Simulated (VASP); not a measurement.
Input of a VASP 6.6.1 run:

Contents of INCAR:

```
PREC = Accurate ; ENCUT = 520
EDIFF = 1E-6 ; ISMEAR = 0
SIGMA = 0.1 ; LREAL = False
LASPH = True ; NELM = 60
ALGO = Normal ; ISIF = 2
LWAVE = False ; LCHARG = False
GGA = PE ; NBANDS = 14
```

KPOINTS

```
Automatic mesh
0
Gamma
  6 6 6
```

Contents of POSCAR:

```
Si2As
1.0
    0.0000000000      2.9145197069      2.9145197069
    2.9145197069      0.0000000000      2.9145197069
    2.9145197069      2.9145197069      0.0000000000
Si As
2 1
Direct
    0.2500000000      0.2500000000      0.2500000000
    0.7500000000      0.7500000000      0.7500000000
    0.0000000000      0.0000000000      0.0000000000
```

Potentials or basis: VASP PAW PBE potentials, release 64 (Si, As).

Command:

```console
$ cat potpaw_PBE.64/Si/POTCAR potpaw_PBE.64/As/POTCAR > POTCAR
$ mpirun -np 1 vasp_std > vasp.out
```

Task: Estimate the band gap on the k mesh.

Result: Zero (an odd number of electrons rules out a gap without spin polarisation).

Task: What does it give for the pressure?

Result: 13.8 GPa.

Caveat: the cell stands under pressure; an odd number of electrons without spin polarisation forces a metal; a magnetic or distorted state may lie lower.
